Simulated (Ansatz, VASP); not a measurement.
## Pt in VASP and in Ansatz

File INCAR:

```
SYSTEM = Pt
PREC = Accurate
ENCUT = 520
EDIFF = 1E-6
ISMEAR = 0
SIGMA = 0.15
LREAL = .FALSE.
LASPH = .TRUE.
NELM = 80
ALGO = Normal
ISIF = 2
LWAVE = .FALSE.
LCHARG = .TRUE.
GGA = PE
LELF = .TRUE.
LVHAR = .TRUE.
NBANDS = 11
```

The input KPOINTS:

```
Automatic mesh
0
G
  20 20 20
  0 0 0
```

Contents of POSCAR:

```
Pt
1.0
    0.0000000000      2.0445136528      2.0445136528
    2.0445136528      0.0000000000      2.0445136528
    2.0445136528      2.0445136528      0.0000000000
Pt
1
Direct
    0.0000000000      0.0000000000      0.0000000000
```

Input for Ansatz:

```yaml
crystal:
  lattice:
    - [0.0, 2.0445136528, 2.0445136528]
    - [2.0445136528, 0.0, 2.0445136528]
    - [2.0445136528, 2.0445136528, 0.0]
  atoms:
    - { symbol: Pt, position: [0.0, 0.0, 0.0] }
basis:
  ecutwfc: 420
kpoints:
  mp_grid: { grid: [20, 20, 20] }
hamiltonian:
  xc: pbe
  pseudopotentials: { kind: paw, azcp: { folder: soft_1 } }
scf:
  occupations: { method: gaussian, width: 0.15 }
output:
  forces: true
  stress: true
  eigenvalues: true
  write_density: true
  write_potential: true
  elf: true
  volumetric_format: npy
```

Change from the starting cell: equal engineering shear yz, xz and xy +0.0000, equal normal strain along x, y and z +0.0300.

Alike in both runs: task single point; functional PBE; k mesh 20 × 20 × 20; occupations gaussian, width 0.15 eV; no spin polarisation.

```csv
,VASP,Ansatz
version,VASP 6.6.1,Ansatz 0.2.0
potentials or method,"VASP PAW PBE potentials, release 64 (Pt), cutoff 520 eV","scalar-relativistic, plane waves, PAW"
valence electrons in the cell,10,18
```

VASP gave:

```
gap on the k mesh at the Fermi level (eV) : none
pressure (GPa)                            : -17.5
```

Problem. Estimate Ansatz's values.

Solution. gap on the k mesh at the Fermi level (eV): none; pressure (GPa): -17.1.

A gap of «none» marks a metal or a gap that the smearing closes. The functional is the same, so the differences come from potentials, cutoffs and numerics. VASP's potentials hold 10 valence electrons a cell and Ansatz's 18, so a difference there can come from the potentials and not from the codes.

Spin-orbit coupling is off throughout.
